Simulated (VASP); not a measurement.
Al: relaxation of cell and atoms with PBEsol

Al:

```xyz
3
Lattice="4.5439 0.0000 0.0000 -2.2720 3.9352 0.0000 0.0000 0.0000 2.7854" Properties=species:S:1:pos:R:3 pbc="T T T"
Al    0.0000    0.0000    0.0000
Al    0.0000    2.6234    1.3927
Al    2.2720    1.3117    1.3927
```

- Program: VASP 6.6.1
- Task: relaxation of cell and atoms
- Functional: PBEsol
- Potentials or basis: VASP PAW PBE potentials, release 64 (Al)
- Cutoff: 600 eV
- k mesh: 8 × 8 × 11
- Occupations: fermi-dirac, width 0.1 eV
- Spin: no spin polarisation
- Dipole correction: no
- Further INCAR settings: ALGO = Normal; EDIFF = 1e-06; IBRION = 2; EDIFFG = -0.01; NSW = 80; ISIF = 3

```
Relaxed volume                         : 16.86 Å³/atom
Relaxed cell                           : a = 4.555 Å, b = 4.555 Å, c = 2.816 Å, α = 90.00°, β = 90.00°, γ = 120.00°
Space group after relaxing (to 0.05 Å) : P6/mmm (No. 191)
Energy gained by relaxing              : 1.0 meV/atom
Ionic steps                            : 5
Pressure after relaxing                : 0.0 GPa
```

Step by step:
```tsv
step	energy change (eV)	largest force (eV/Å)	pressure (GPa)	volume (Å³)
1	0.0000	0.0000	1.13	49.81
2	-0.0028	0.0000	-0.12	50.66
3	-0.0028	0.0000	-0.03	50.59
4	-0.0029	0.0000	-0.02	50.59
5	-0.0030	0.0000	0.00	50.59
```

Final structure:
```
Al
1.0
     4.55477    0.00000    0.00000
    -2.27739    3.94455    0.00000
     0.00000    0.00000    2.81560
Al
3
Cartesian
  0.0000 0.0000 0.0000
  0.0000 2.6297 1.4078
  2.2774 1.3148 1.4078
```

Levels at points of the mesh, in eV from the Fermi level:
```tsv
k point	band 1	band 2	band 3	band 4	band 5	band 6	band 7	band 8
(0.00, 0.00, 0.00)	-10.99	-2.08	-2.08	-1.99	-1.99	-1.20	-1.09	6.31
(0.50, 0.00, 0.00)	-8.65	-8.62	-4.24	-3.78	4.44	4.71	4.97	5.10
```

Wall time 53 s on 1 thread of Intel(R) Xeon(R) Platinum 8259CL CPU @ 2.50GHz (Skylake/Cascade Lake), with other jobs on the host, peak memory 0.17 GiB.

Caveat: the PAW data sets were made with another functional, which shifts forces and pressure a little.
